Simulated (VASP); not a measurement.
# WS2 (R3m) in VASP: notebook

WS2 is run at these levels: PBE; tasks: single point.

Everything below comes from runs of VASP 6.6.1. Logs are shortened: lines on timing, memory, paths and dates and some standing lists are left out, and cuts for length are marked.

### Step 1. The cell of the first run

It takes space group R3m (No. 160, trigonal). Conventional cell: a = 3.188 Å, b = 3.188 Å, c = 22.423 Å, α = 90.00°, β = 90.00°, γ = 120.00°. Within 3.2 Å of W (site symmetry 3m) lie 6 S at 2.42 Å and 6 W at 3.19 Å. S (site symmetry 3m) has 3 W at 2.42 Å and 7 S at 3.14 to 3.19 Å within 3.2 Å. S (site symmetry 3m) has 3 W at 2.42 Å and 7 S at 3.14 to 3.19 Å within 3.2 Å.

### Step 2. Single point, PBE

Input file INCAR:

```
ALGO = Normal
EDIFF = 1E-6
ENCUT = 520
GGA = PE
ISIF = 2
ISMEAR = 0
LASPH = T
LCHARG = F
LREAL = Auto
LWAVE = F
NBANDS = 78
NELM = 80
PREC = Accurate
SIGMA = 0.01
```

Input file KPOINTS:

```
k-points
0
Gamma
  4 3 4
```

Input file POSCAR:

```
WS2
1.0
   -4.7816209852      2.7606701630      0.0000000000
   -1.5938736617      0.9202233877      7.4744493329
    1.5938736617      8.2820104889      0.0000000000
W S
5 10
Direct
    0.9993225508      0.0020323476      1.0000000000
    0.3993225508      0.0020323476      0.2000000000
    0.7993225508      0.0020323476      0.4000000000
    0.1993225508      0.0020323476      0.6000000000
    0.5993225508      0.0020323476      0.8000000000
    0.5959257293      0.2122228121      1.0000000000
    0.9959257293      0.2122228121      0.2000000000
    0.3959257293      0.2122228121      0.4000000000
    0.7959257293      0.2122228121      0.6000000000
    0.1959257293      0.2122228121      0.8000000000
    0.7360517199      0.7918448403      1.0000000000
    0.1360517199      0.7918448403      0.2000000000
    0.5360517199      0.7918448403      0.4000000000
    0.9360517199      0.7918448403      0.6000000000
    0.3360517199      0.7918448403      0.8000000000
```

Potentials or basis: VASP PAW PBE potentials, release 64 (W_sv, S).

Launch:

```
$ cat potpaw_PBE.64/W_sv/POTCAR potpaw_PBE.64/S/POTCAR > POTCAR
$ mpirun -np 1 vasp_std > vasp.out
```

OUTCAR:

```text
EDIFF = 1E-6
   ENCUT = 520
   GGA = PE
   ISIF = 2
   ISMEAR = 0
   LASPH = T
   LREAL = Auto
   NELM = 80
   PREC = Accurate

 ion  position               nearest neighbor table
   1  0.999  0.002  0.000-  12 2.42  15 2.42  11 2.42  10 2.42   6 2.42   7 2.42   3 3.19   4 3.19
                             5 3.19   2 3.19   2 3.19   5 3.19
   2  0.399  0.002  0.200-  13 2.42  11 2.42  12 2.42   6 2.42   7 2.42   8 2.42   4 3.19   5 3.19
                             3 3.19   1 3.19   3 3.19   1 3.19
   3  0.799  0.002  0.400-  14 2.42  12 2.42  13 2.42   7 2.42   8 2.42   9 2.42   1 3.19   5 3.19
                             2 3.19   4 3.19   2 3.19   4 3.19
   4  0.199  0.002  0.600-  15 2.42  13 2.42  14 2.42   8 2.42   9 2.42  10 2.42   1 3.19   2 3.19
                             5 3.19   3 3.19   5 3.19   3 3.19
   5  0.599  0.002  0.800-  11 2.42  14 2.42  15 2.42   9 2.42  10 2.42   6 2.42   3 3.19   2 3.19
                             1 3.19   4 3.19   4 3.19   1 3.19
   6  0.596  0.212  0.000-   2 2.42   1 2.42   5 2.42
   7  0.996  0.212  0.200-   3 2.42   2 2.42   1 2.42
   8  0.396  0.212  0.400-   4 2.42   3 2.42   2 2.42
   9  0.796  0.212  0.600-   5 2.42   4 2.42   3 2.42
  10  0.196  0.212  0.800-   1 2.42   5 2.42   4 2.42
  11  0.736  0.792  0.000-   5 2.42   2 2.42   1 2.42
  12  0.136  0.792  0.200-   1 2.42   3 2.42   2 2.42
  13  0.536  0.792  0.400-   2 2.42   4 2.42   3 2.42
  14  0.936  0.792  0.600-   3 2.42   5 2.42   4 2.42
  15  0.336  0.792  0.800-   4 2.42   1 2.42   5 2.42

  LATTYP: Found a base centered monoclinic cell.
 ALAT       =     5.5213403260
 B/A-ratio  =     2.8867513459
 C/A-ratio  =     1.3941729571
 COS(beta)  =    -0.2390903737

  Lattice vectors:

 A1 = (  -1.5938736617,  -8.2820104889,   0.0000000000)
 A2 = (   6.3754946469,   5.5213403259,   0.0000000000)
 A3 = (  -1.5938736617,   0.9202233877,   7.4744493329)

Analysis of symmetry for initial positions (statically):
=====================================================================
 Subroutine PRICEL returns following result:

  LATTYP: Found a trigonal (rhomboedric) cell.
 ALAT       =     7.6977033694
 COS(alpha) =     0.9142536898

  Lattice vectors:

 A1 = (  -0.0000000000,   1.8404467753,  -7.4744493329)
 A2 = (   1.5938736617,  -0.9202233877,  -7.4744493329)
 A3 = (  -1.5938736618,  -0.9202233877,  -7.4744493329)

   5 primitive cells build up your supercell.

 Routine SETGRP: Setting up the symmetry group for a
 base centered monoclinic supercell.

 Subroutine GETGRP returns: Found  2 space group operations
 (whereof  2 operations were pure point group operations)
 out of a pool of  4 trial point group operations.

The static configuration has the point symmetry C_1h.

Analysis of symmetry for dynamics (positions and initial velocities):
=====================================================================
 Subroutine PRICEL returns following result:

  LATTYP: Found a trigonal (rhomboedric) cell.
 ALAT       =     7.6977033694
 COS(alpha) =     0.9142536898

  Lattice vectors:

 A1 = (  -0.0000000000,   1.8404467753,  -7.4744493329)
 A2 = (   1.5938736617,  -0.9202233877,  -7.4744493329)
 A3 = (  -1.5938736618,  -0.9202233877,  -7.4744493329)

   5 primitive cells build up your supercell.

 Routine SETGRP: Setting up the symmetry group for a
 base centered monoclinic supercell.

 Subroutine GETGRP returns: Found  2 space group operations
 (whereof  2 operations were pure point group operations)
 out of a pool of  4 trial point group operations.

The dynamic configuration has the point symmetry C_1h.

 Subroutine INISYM returns: Found  2 space group operations
 (whereof  2 operations are pure point group operations),
 and found     5 'primitive' translations

----------------------------------------------------------------------------------------

                                     Primitive cell

  volume of cell :      65.7775

[... 25 lines left out ...]
 generate k-points for:    4    3    4

 Generating k-lattice:

  Cartesian coordinates                     Fractional coordinates (reciprocal lattice)
    -0.047055172  0.009055772 -0.011149093     0.250000000  0.000000000  0.000000000
     0.000000000  0.000000000  0.044596373     0.000000000  0.333333333  0.000000000
     0.015685057  0.027167316 -0.000000000     0.000000000  0.000000000  0.250000000

  Length of vectors
     0.049198562  0.044596373  0.031370115

  Shift w.r.t. Gamma in fractional coordinates (k-lattice)
     0.000000000  0.000000000  0.000000000

 Subroutine IBZKPT returns following result:
 ===========================================

 Found     17 irreducible k-points:

 Following reciprocal coordinates:
            Coordinates               Weight
  0.000000  0.000000  0.000000      1.000000
  0.250000  0.000000  0.000000      4.000000
  0.500000  0.000000  0.000000      2.000000
  0.000000  0.333333  0.000000      2.000000
  0.250000  0.333333  0.000000      4.000000
  0.500000  0.333333  0.000000      4.000000
[... 9 lines left out ...]
  0.000000  0.000000  0.500000      1.000000
  0.000000  0.333333  0.500000      2.000000
   k-points           NKPTS =     17   k-points in BZ     NKDIM =     17   number of bands    NBANDS=     78
   number of dos      NEDOS =    301   number of ions     NIONS =     15
   total plane-waves  NPLWV = 161280
   dimension x,y,z NGX =    42 NGY =   60 NGZ =   64
   dimension x,y,z NGXF=    84 NGYF=  120 NGZF=  128
   ions per type =               5  10
   NGX,Y,Z   is equivalent  to a cutoff of  12.65, 12.96, 12.62 a.u.
   NGXF,Y,Z  is equivalent  to a cutoff of  25.29, 25.92, 25.23 a.u.
 SYSTEM =  unknown system
   PREC   = accura    normal or accurate (medium, high low for compatibility)
   ISTART =      0    job   : 0-new  1-cont  2-samecut
   ICHARG =      2    charge: 1-file 2-atom 10-const
   ISPIN  =      1    spin polarized calculation?
   LNONCOLLINEAR =      F non collinear calculations
   LSORBIT =      F    spin-orbit coupling
   LASPH  =      T    aspherical Exc in radial PAW
   ENCUT  =  520.0 eV  38.22 Ry    6.18 a.u.  10.27 14.31 15.68*2*pi/ulx,y,z
   NELM   =     80;   NELMIN=  2; NELMDL= -5     # of ELM steps
   EDIFF  = 0.1E-05   stopping-criterion for ELM
   LREAL  =      T    real-space projection
   EDIFFG = 0.1E-04   stopping-criterion for IOM
   NSW    =      0    number of steps for IOM
   IBRION =     -1    ionic relax: 0-MD 1-quasi-New 2-CG
   NFREE  =      0    steps in history (QN), initial steepest desc. (CG)
   ISIF   =      2    stress and relaxation
   ISYM   =      2    0-nonsym 1-usesym 2-fastsym
   POTIM  = 0.5000    time-step for ionic-motion
   TEBEG  =    0.0;   TEEND  =   0.0 temperature during run
   PSTRESS=    0.0 pullay stress
   NELECT =     130.0000    total number of electrons
   NUPDOWN=      -1.0000    fix difference up-down
   EMIN   =  10.00;   EMAX   =-10.00  energy-range for DOS
   EFERMI =   0.00;   METHOD = LEGACY
   ISMEAR =     0;   SIGMA  =   0.01  broadening in eV -4-tet -1-fermi 0-gaus
   EFERMI_NEDOS =   21; number of points for ismear=-14 and -15
   IALGO  =     38    algorithm
   IMIX   =      4    mixing-type and parameters
     AMIX     =   0.40;   BMIX     =  1.00
     AMIX_MAG =   1.60;   BMIX_MAG =  1.00
  volume/ion in A,a.u.               =      21.93       147.96
  Fermi-wavevector in a.u.,A,eV,Ry     =   1.201453  2.270417 19.639860  1.443489
  Thomas-Fermi vector in A             =   2.337261
   LORBIT       =      0    0 simple, 1 ext, 2 COOP (PROOUT), +10 PAW based schemes
   GGA     = PE    functional components
   LHFCALC =     F    Hartree Fock is set to
   AEXX    =    0.0000 exact exchange contribution
   IVDW    =     0    specifies the selected vdW correction
   LEPSILON=     F    determine dielectric tensor
   LRPA    =     F    only Hartree local field effects (RPA)
 non-spin polarized calculation
 Gauss-broadening in eV      SIGMA  =   0.01
  energy-cutoff  :      520.00
  volume of cell :      328.89
 maximum number of plane-waves:      8887
 NGX is ok and might be reduce to    42

 number of electron     130.0000002 magnetization

 Free energy of the ion-electron system (eV)
  ---------------------------------------------------
  ext. energy  EPLUGINS =         0.00000000
  ---------------------------------------------------
  free energy    TOTEN  =      -118.41114713 eV

  energy without entropy =     -118.41114713  energy(sigma->0) =     -118.41114713

 E-fermi :   4.7126     XC(G=0):  -9.4566

 val. band max:        4.5375190641   @ k =   0.0000   0.3333   0.0000
 cond. band min:       6.3187358291   @ k =   0.0000   0.0000   0.2500
 fundamental gap:      1.7812167650
 Fermi energy:         4.7126054882

 k-point     1 :       0.0000    0.0000    0.0000
  band No.  band energies     occupation
      1     -69.5862      2.00000
      2     -69.5733      2.00000
      3     -69.5733      2.00000
      4     -69.5687      2.00000
      5     -69.5687      2.00000
      6     -33.9568      2.00000
[... 1349 lines left out ...]
     76       7.8185      0.00000
     77       7.8189      0.00000
 [bands above 77 left out]

------------------------ aborting loop because EDIFF is reached ----------------------------------------

  FORCE on cell =-STRESS in cart. coord.  units (eV):
  Direction    XX          YY          ZZ          XY          YZ          ZX
  --------------------------------------------------------------------------------------
  -------------------------------------------------------------------------------------
  Total       -0.0551155     -0.0749628     -0.0498486     -0.0171883     -0.0001744      0.0003021
  in kB       -0.2684953     -0.3651816     -0.2428377     -0.0837328     -0.0008497      0.0014717
  external PRESSURE =      -0.2921715 kB  Pullay stress =       0.0000000 kB

 VOLUME and BASIS-vectors are now :
 -----------------------------------------------------------------------------
  energy-cutoff  :      520.00
  volume of cell :      328.89
      direct lattice vectors                 reciprocal lattice vectors
    -4.781620985  2.760670163  0.000000000    -0.188220690  0.036223089 -0.044596373
    -1.593873662  0.920223388  7.474449333     0.000000000  0.000000000  0.133789120
     1.593873662  8.282010489  0.000000000     0.062740230  0.108669266 -0.000000000

 POSITION                                       TOTAL-FORCE (eV/Angst)
 -----------------------------------------------------------------------------------
     -4.78162      2.76067      0.01519         0.000487     -0.000281     -0.000421
     -1.59387      2.76067      0.01519         0.000487     -0.000281     -0.000421
     -3.18775      5.52134      0.01519         0.000487     -0.000281     -0.000421
     -0.00000      5.52134      0.01519         0.000487     -0.000281     -0.000421
     -1.59387      8.28201      0.01519         0.000487     -0.000281     -0.000421
     -3.18775      1.84045      1.58625         0.000164     -0.000095      0.005893
     -4.78162      4.60112      1.58625         0.000164     -0.000095      0.005893
     -1.59387      4.60112      1.58625         0.000164     -0.000095      0.005893
     -3.18775      7.36179      1.58625         0.000164     -0.000095      0.005893
     -0.00000      7.36179      1.58625         0.000164     -0.000095      0.005893
     -4.78162      2.76067      5.91860        -0.000651      0.000376     -0.005472
     -1.59387      2.76067      5.91860        -0.000651      0.000376     -0.005472
     -3.18775      5.52134      5.91860        -0.000651      0.000376     -0.005472
     -4.78162      8.28201      5.91860        -0.000651      0.000376     -0.005472
     -1.59387      8.28201      5.91860        -0.000651      0.000376     -0.005472
 -----------------------------------------------------------------------------------
    total drift:                               -0.001022      0.000587     -0.000859

  FREE ENERGIE OF THE ION-ELECTRON SYSTEM (eV)
  ---------------------------------------------------
  free  energy   TOTEN  =      -118.4111471285 eV

  energy  without entropy=     -118.4111471285  energy(sigma->0) =     -118.41114713
```

It took 17 min on 1 thread of AMD EPYC 7R13, shared host; peak memory 0.52 GiB.

Results:

```
Free energy            : -118.4111 eV
Pressure               : 0.0 GPa
Largest force          : 0.006 eV/Å
Band gap on the k mesh : 1.78 eV
```

Forces in eV/Å, atoms in the order of the input:
```
W    0.000  0.000  0.000
W    0.000  0.000  0.000
W    0.000  0.000  0.000
W    0.000  0.000  0.000
W    0.000  0.000  0.000
S    0.000  0.000  0.006
S    0.000  0.000  0.006
S    0.000  0.000  0.006
S    0.000  0.000  0.006
S    0.000  0.000  0.006
S   -0.001  0.000 -0.005
S   -0.001  0.000 -0.005
S   -0.001  0.000 -0.005
S   -0.001  0.000 -0.005
S   -0.001  0.000 -0.005
```

Caveat: spin-orbit coupling is left out, which moves the levels of the heavy elements; this functional lacks dispersion, which binds the layers, so the pressure and a relaxed spacing across them are unreliable. Expect the measured gap to be larger: semilocal functionals such as PBE lack the derivative discontinuity.

### Step 3. Single point, PBE

This run uses another cell than the first one: it holds 12 atoms, not 15.

Input file INCAR:

```
  PREC = Accurate
  ENCUT = 520
  EDIFF = 1E-7
  ISMEAR = 0
  SIGMA = 0.01
  LREAL = False
  LASPH = True
  NELM = 100
  ALGO = Normal
  ISIF = 2
  LWAVE = False
  LCHARG = True
  GGA = PE
  LELF = True
  LVHAR = True
  NBANDS = 64
```

Input file KPOINTS:

```
regular mesh
0
Gamma
  3 3 3
```

Input file POSCAR:

```
WS2
1.0
    3.1877473235     -5.5213403259      0.0000000000
    6.3754946469      0.0000000000      0.0000000000
    3.1877473235     -1.8404467753      7.4744493329
W S
4 8
Direct
    0.4993225508      0.9993225508      0.0020323476
    0.9993225508      0.9993225508      0.0020323476
    0.4993225508      0.4993225508      0.0020323476
    0.9993225508      0.4993225508      0.0020323476
    0.0959257293      0.5959257293      0.2122228121
    0.5959257293      0.5959257293      0.2122228121
    0.0959257293      0.0959257293      0.2122228121
    0.5959257293      0.0959257293      0.2122228121
    0.2360517199      0.7360517199      0.7918448403
    0.7360517199      0.7360517199      0.7918448403
    0.2360517199      0.2360517199      0.7918448403
    0.7360517199      0.2360517199      0.7918448403
```

Potentials or basis: VASP PAW PBE potentials, release 64 (W_sv, S).

Launch:

```
$ cat potpaw_PBE.64/W_sv/POTCAR potpaw_PBE.64/S/POTCAR > POTCAR
$ mpirun -np 1 vasp_std > vasp.out
```

Run time: 4.7 min. Hardware: 1 thread of AMD EPYC 7R43 (Zen 3), shared host; peak memory 0.35 GiB.

The run converged. Its results:

| Property | Result |
| --- | --- |
| Free energy | -94.7172 eV |
| Pressure | 0.0 GPa |
| Largest force | 0.008 eV/Å |
| Band gap on the k mesh | 1.73 eV |

Forces in eV/Å, atoms in the order of the input:
```
W    0.000  0.000  0.000
W    0.000  0.000  0.000
W    0.000  0.000  0.000
W    0.000  0.000  0.000
S    0.000  0.000  0.008
S    0.000  0.000  0.008
S    0.000  0.000  0.008
S    0.000  0.000  0.008
S    0.000  0.000 -0.008
S    0.000  0.000 -0.008
S    0.000  0.000 -0.008
S    0.000  0.000 -0.008
```

Levels at points of the mesh, in eV from the valence-band top:
| k point | band 48 | band 49 | band 50 | band 51 | band 52 | band 53 | band 54 | band 55 | band 56 | band 57 |
| --- | --- | --- | --- | --- | --- | --- | --- | --- | --- | --- |
| (0.00, 0.00, 0.00) | -1.36 | -0.99 | -0.99 | -0.99 | -0.32 | 2.75 | 2.75 | 2.75 | 2.79 | 2.79 |

Caveat: spin-orbit coupling is left out, which moves the levels of the heavy elements; this functional lacks dispersion, which binds the layers, so the pressure and a relaxed spacing across them are unreliable. A k mesh can miss the band edges.

### Step 4. Single point, PBE

This run uses another cell than the first one: it holds 3 atoms, not 15.

Input file INCAR:

```
SYSTEM = WS2
PREC = Accurate ; ENCUT = 520
EDIFF = 1E-6 ; ISMEAR = 0
SIGMA = 0.02 ; LREAL = .False.
LASPH = .True. ; NELM = 80
ALGO = Normal ; ISIF = 2
LWAVE = .False. ; LCHARG = .False.
GGA = PE ; NBANDS = 20
```

Input file KPOINTS:

```
regular mesh
0
Gamma
  12 12 12
  0 0 0
```

Input file POSCAR:

```
WS2
1.0
    1.5938736630      0.9202233884      7.4744493696
   -1.5938736630      0.9202233884      7.4744493696
    0.0000000000     -1.8404467768      7.4744493696
W S
1 2
Direct
    0.0006774491      0.0006774491      0.0006774491
    0.4040742703      0.4040742703      0.4040742703
    0.2639482806      0.2639482806      0.2639482806
```

Launch:

```
$ cat potpaw_PBE.64/W_sv/POTCAR potpaw_PBE.64/S/POTCAR > POTCAR
$ mpirun -np 1 vasp_std > vasp.out
```

Run time: 13 min. Hardware: 1 thread of Intel Xeon Platinum 8259CL at 2.50GHz (Skylake/Cascade Lake), shared host; peak memory 0.63 GiB.

It converged, with:

| Quantity | Value |
| --- | --- |
| Free energy | -23.6818 eV |
| Pressure | 0.0 GPa |
| Largest force | 0.004 eV/Å |
| Band gap on the k mesh | 1.65 eV, indirect (least direct gap 1.81 eV) |

Forces in eV/Å, atoms in the order of the input:
```
W    0.000  0.000  0.000
S    0.000  0.000  0.004
S    0.000  0.000 -0.004
```

Levels at points of the mesh, in eV from the valence-band top:
| k point | band 10 | band 11 | band 12 | band 13 | band 14 | band 15 | band 16 | band 17 |
| --- | --- | --- | --- | --- | --- | --- | --- | --- |
| (0.00, 0.00, 0.00) | -2.00 | -1.78 | -1.78 | -0.40 | 2.70 | 2.70 | 2.86 | 2.86 |
| (0.50, 0.00, 0.00) | -3.56 | -2.26 | -1.44 | -1.11 | 2.67 | 3.10 | 3.94 | 4.51 |
| (0.50, 0.50, 0.00) | -3.55 | -2.35 | -1.45 | -1.07 | 2.67 | 3.13 | 3.80 | 4.55 |
| (0.50, 0.50, 0.50) | -2.53 | -1.78 | -1.78 | 0.00 | 2.71 | 2.71 | 2.85 | 2.85 |

Caveat: spin-orbit coupling is left out, which moves the levels of the heavy elements. A k mesh can miss the band edges.

(Continued in part 2 of 2.)
